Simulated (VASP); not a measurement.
Pt, 1 atom in the cell. It takes space group Fm-3m (No. 225, cubic). Conventional cell: a = 3.895 Å, b = 3.895 Å, c = 3.895 Å, α = 90.00°, β = 90.00°, γ = 90.00°. Pt (site symmetry m-3m) has 12 Pt at 2.75 Å within 3.6 Å. 

* Program: VASP 6.6.1
* Task: single point
* Functional: PBEsol
* Potentials or basis: VASP PAW PBE potentials, release 64 (Pt)
* Cutoff: 520 eV
* k mesh: 10 × 10 × 10
* Occupations: methfessel-paxton, width 0.05 eV
* Spin: no spin polarisation
* Dipole correction: no
* Further INCAR settings: ALGO = Normal; EDIFF = 1e-06; NBANDS = 11

Potentials or basis: VASP PAW PBE potentials, release 64 (Pt).

Run with:

```sh
$ cat potpaw_PBE.64/Pt/POTCAR > POTCAR
$ mpirun -np 1 vasp_std > vasp.out
```

Hardware: 1 thread of AMD EPYC 7R13 Processor (Zen 3), on a shared host.

Task: How long does it take, and how much memory?

Result: It took 4.5 s on 1 thread of AMD EPYC 7R13 Processor (Zen 3), with other jobs on the host, peak memory 0.1 GiB. Counts: scf iterations 11, k points 47.
